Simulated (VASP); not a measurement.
# TiO2 (Cmm2) in VASP: single point with PBE

Aim: the single point of TiO2 with PBE.

Everything below comes from runs of VASP 6.6.1. Logs are shortened: lines on timing, memory, paths and dates and some standing lists are left out, and cuts for length are marked.

### 1 The cell of the first run

The structure is orthorhombic, space group Cmm2 (No. 35). The conventional cell has a = 6.566 Å, b = 6.566 Å, c = 2.964 Å, α = 90.00°, β = 90.00°, γ = 90.00°. Ti (site symmetry mm2) has 6 O at 1.90 to 2.02 Å within 2.5 Å. Within 2.6 Å of Ti (site symmetry mm2) lie 6 O at 1.96 to 2.00 Å. Within 2.6 Å of O (site symmetry m) lie 3 Ti at 1.96 to 2.00 Å and 1 O at 2.56 Å. O (site symmetry m) has 3 Ti at 1.90 to 2.02 Å within 2.5 Å.

### 2 Single point, PBE (atom 1 (Ti) moved +0.075 Å along Cartesian [0 0 1])

INCAR

```
PREC     = Accurate       # precision mode
ENCUT    = 520            # plane-wave cutoff, eV
EDIFF    = 1E-6           # SCF threshold, eV
ISMEAR   = 0              # smearing method
SIGMA    = 0.05           # smearing width, eV
LREAL    = F              # projectors in reciprocal space
LASPH    = T              # aspherical terms in the spheres
NELM     = 80             # most SCF steps
ALGO     = Normal         # electronic algorithm
ISIF     = 2              # what is computed and relaxed
LWAVE    = F              # write WAVECAR
LCHARG   = F              # write CHGCAR
GGA      = PE             # functional
NBANDS   = 33             # bands
```

KPOINTS

```
Automatic mesh
0
Gamma
  6 6 10
```

POSCAR

```
TiO2
1.0
    4.6430645122      0.0000000000      0.0000000000
    0.0000000000      4.6430645122      0.0000000000
    0.0000000000      0.0000000000      2.9640243990
Ti O
2 4
Direct
    0.0000000000      0.0000000000      0.0253034354
    0.5000000000      0.5000000000      0.5000000000
    0.3051105247      0.3051105247      0.0000000000
    0.1948894753      0.8051105247      0.5000000000
    0.6948894753      0.6948894753      0.0000000000
    0.8051105247      0.1948894753      0.5000000000
```

Potentials or basis: VASP PAW PBE potentials, release 64 (Ti_sv, O).

Started as:

```sh
cat potpaw_PBE.64/Ti_sv/POTCAR potpaw_PBE.64/O/POTCAR > POTCAR
mpirun -np 1 vasp_std > vasp.out
```

OUTCAR:

```text
PREC = Accurate
   ENCUT = 520
   EDIFF = 1E-6
   ISMEAR = 0
   LREAL = F
   LASPH = T
   NELM = 80
   ISIF = 2
   GGA = PE

 ion  position               nearest neighbor table
   1  0.000  0.000  0.025-   4 1.90   6 1.90   5 2.00   3 2.00   4 2.02   6 2.02
   2  0.500  0.500  0.500-   3 1.96   5 1.96   3 1.96   5 1.96   4 2.00   6 2.00
   3  0.305  0.305  0.000-   2 1.96   2 1.96   1 2.00
   4  0.195  0.805  0.500-   1 1.90   2 2.00   1 2.02
   5  0.695  0.695  0.000-   2 1.96   2 1.96   1 2.00
   6  0.805  0.195  0.500-   1 1.90   2 2.00   1 2.02

  LATTYP: Found a simple tetragonal cell.
 ALAT       =     4.6430645122
 C/A-ratio  =     0.6383767426

  Lattice vectors:

 A1 = (   4.6430645122,   0.0000000000,   0.0000000000)
 A2 = (   0.0000000000,   4.6430645122,   0.0000000000)
 A3 = (   0.0000000000,   0.0000000000,   2.9640243990)

Analysis of symmetry for initial positions (statically):
=====================================================================
 Subroutine PRICEL returns:
 Original cell was already a primitive cell.

 Routine SETGRP: Setting up the symmetry group for a
 simple tetragonal supercell.

 Subroutine GETGRP returns: Found  4 space group operations
 (whereof  4 operations were pure point group operations)
 out of a pool of 16 trial point group operations.

The static configuration has the point symmetry C_2v.

Analysis of symmetry for dynamics (positions and initial velocities):
=====================================================================
 Subroutine PRICEL returns:
 Original cell was already a primitive cell.

 Routine SETGRP: Setting up the symmetry group for a
 simple tetragonal supercell.

 Subroutine GETGRP returns: Found  4 space group operations
 (whereof  4 operations were pure point group operations)
 out of a pool of 16 trial point group operations.

The dynamic configuration has the point symmetry C_2v.

 Subroutine INISYM returns: Found  4 space group operations
 (whereof  4 operations are pure point group operations),
 and found     1 'primitive' translations

----------------------------------------------------------------------------------------

                                     Primitive cell
[... 92 lines left out ...]
   ICHARG =      2    charge: 1-file 2-atom 10-const
   ISPIN  =      1    spin polarized calculation?
   LNONCOLLINEAR =      F non collinear calculations
   LSORBIT =      F    spin-orbit coupling
   LASPH  =      T    aspherical Exc in radial PAW
   ENCUT  =  520.0 eV  38.22 Ry    6.18 a.u.   8.63  8.63  5.51*2*pi/ulx,y,z
   NELM   =     80;   NELMIN=  2; NELMDL= -5     # of ELM steps
   EDIFF  = 0.1E-05   stopping-criterion for ELM
   LREAL  =      F    real-space projection
   EDIFFG = 0.1E-04   stopping-criterion for IOM
   NSW    =      0    number of steps for IOM
   IBRION =     -1    ionic relax: 0-MD 1-quasi-New 2-CG
   NFREE  =      0    steps in history (QN), initial steepest desc. (CG)
   ISIF   =      2    stress and relaxation
   ISYM   =      2    0-nonsym 1-usesym 2-fastsym
   POTIM  = 0.5000    time-step for ionic-motion
   TEBEG  =    0.0;   TEEND  =   0.0 temperature during run
   PSTRESS=    0.0 pullay stress
   NELECT =      48.0000    total number of electrons
   NUPDOWN=      -1.0000    fix difference up-down
   EMIN   =  10.00;   EMAX   =-10.00  energy-range for DOS
   EFERMI =   0.00;   METHOD = LEGACY
   ISMEAR =     0;   SIGMA  =   0.05  broadening in eV -4-tet -1-fermi 0-gaus
   EFERMI_NEDOS =   21; number of points for ismear=-14 and -15
   IALGO  =     38    algorithm
   IMIX   =      4    mixing-type and parameters
     AMIX     =   0.40;   BMIX     =  1.00
     AMIX_MAG =   1.60;   BMIX_MAG =  1.00
  volume/ion in A,a.u.               =      10.65        71.87
  Fermi-wavevector in a.u.,A,eV,Ry     =   1.488189  2.812270 30.132923  2.214707
  Thomas-Fermi vector in A             =   2.601255
   LORBIT       =      0    0 simple, 1 ext, 2 COOP (PROOUT), +10 PAW based schemes
   GGA     = PE    functional components
   LHFCALC =     F    Hartree Fock is set to
   AEXX    =    0.0000 exact exchange contribution
   IVDW    =     0    specifies the selected vdW correction
   LEPSILON=     F    determine dielectric tensor
   LRPA    =     F    only Hartree local field effects (RPA)
 non-spin polarized calculation
 Gauss-broadening in eV      SIGMA  =   0.05
  energy-cutoff  :      520.00
  volume of cell :       63.90
 maximum number of plane-waves:      1748
 NGX is ok and might be reduce to    36
   NGX = 17   NGY = 17   NGZ = 11

 number of electron      48.0000020 magnetization

 Free energy of the ion-electron system (eV)
  ---------------------------------------------------
  ext. energy  EPLUGINS =         0.00000000
  ---------------------------------------------------
  free energy    TOTEN  =       -53.67542274 eV

  energy without entropy =      -53.67542274  energy(sigma->0) =      -53.67542274

 E-fermi :   4.9127     XC(G=0): -11.2829

 val. band max:        4.5645232633   @ k =   0.0000   0.0000   0.0000
 cond. band min:       6.4529031429   @ k =   0.5000   0.5000   0.0000
 fundamental gap:      1.8883798796
 Fermi energy:         4.9127267982

 k-point     1 :       0.0000    0.0000    0.0000
  band No.  band energies     occupation
      1     -52.3794      2.00000
      2     -52.3338      2.00000
      3     -28.6612      2.00000
      4     -28.6522      2.00000
      5     -28.5097      2.00000
      6     -28.4904      2.00000
[... 853 lines left out ...]
     32      10.4523      0.00000
     33      10.9016      0.00000

 [... further k-points ...]
[... 5 lines left out ...]
  --------------------------------------------------------------------------------------
  -------------------------------------------------------------------------------------
  Total        0.3505364      0.3505364      0.5492665     -0.1450036      0.0000000      0.0000000
  in kB        8.7892629      8.7892629     13.7721732     -3.6357839      0.0000000      0.0000000
  external PRESSURE =      10.4502330 kB  Pullay stress =       0.0000000 kB

 VOLUME and BASIS-vectors are now :
 -----------------------------------------------------------------------------
  energy-cutoff  :      520.00
  volume of cell :       63.90
      direct lattice vectors                 reciprocal lattice vectors
     4.643064512  0.000000000  0.000000000     0.215374996  0.000000000  0.000000000
     0.000000000  4.643064512  0.000000000     0.000000000  0.215374996  0.000000000
     0.000000000  0.000000000  2.964024399     0.000000000  0.000000000  0.337379139

 POSITION                                       TOTAL-FORCE (eV/Angst)
 -----------------------------------------------------------------------------------
      0.00000      0.00000      0.07500         0.000000      0.000000     -0.049196
      2.32153      2.32153      1.48201         0.000000      0.000000      0.025049
      1.41665      1.41665      0.00000        -0.012439     -0.012439      0.000912
      0.90488      3.73818      1.48201         0.066498     -0.066498      0.011162
      3.22642      3.22642      0.00000         0.012439      0.012439      0.000912
      3.73818      0.90488      1.48201        -0.066498      0.066498      0.011162
 -----------------------------------------------------------------------------------
    total drift:                               -0.000000     -0.000000     -0.000213

  FREE ENERGIE OF THE ION-ELECTRON SYSTEM (eV)
  ---------------------------------------------------
  free  energy   TOTEN  =       -53.6754227399 eV

  energy  without entropy=      -53.6754227399  energy(sigma->0) =      -53.67542274
```

stdout:

```text
POSCAR found type information on POSCAR TiO
 POSCAR found :  2 types and       6 ions
 scaLAPACK will be used
 LDA part: xc-table for (Slater+PW92), standard interpolation
 POSCAR, INCAR and KPOINTS ok, starting setup
 FFT: planning ... GRIDC
 FFT: planning ... GRID_SOFT
 FFT: planning ... GRID
 WAVECAR not read
 entering main loop
```

It took 2.5 min on 1 thread of Intel Xeon Platinum 8488C (Sapphire Rapids), shared host; peak memory 0.26 GiB.

What came out:

| Item | Value |
| --- | --- |
| Free energy | -53.6754 eV |
| Pressure | 1.0 GPa |
| Largest force | 0.095 eV/Å |
| Band gap on the k mesh | 1.89 eV, indirect (least direct gap 1.90 eV) |

Forces on the atoms (eV/Å):
```
Ti   0.000  0.000 -0.049
Ti   0.000  0.000  0.025
O   -0.012 -0.012  0.001
O    0.066 -0.066  0.011
O    0.012  0.012  0.001
O   -0.066  0.066  0.011
```

Levels at points of the mesh, in eV from the valence-band top:
```tsv
k point	band 21	band 22	band 23	band 24	band 25	band 26	band 27	band 28
(0.00, 0.00, 0.00)	-0.69	-0.46	-0.43	0.00	1.90	2.17	2.42	2.48
(0.50, 0.00, 0.00)	-1.57	-1.53	-0.72	-0.71	2.46	2.52	3.01	3.03
(0.50, 0.50, 0.00)	-1.29	-1.23	-1.05	-1.04	1.89	1.97	2.50	2.56
(0.00, 0.00, 0.50)	-2.32	-2.13	-1.40	-1.38	2.79	3.03	3.14	3.22
(0.50, 0.00, 0.50)	-1.98	-1.97	-1.00	-0.97	1.90	1.94	3.17	3.23
(0.50, 0.50, 0.50)	-1.29	-1.13	-0.66	-0.66	2.44	2.70	3.16	3.19
```

Caveat: the cell differs from its parent crystal (atom 1 (Ti) moved +0.075 Å along Cartesian [0 0 1]).
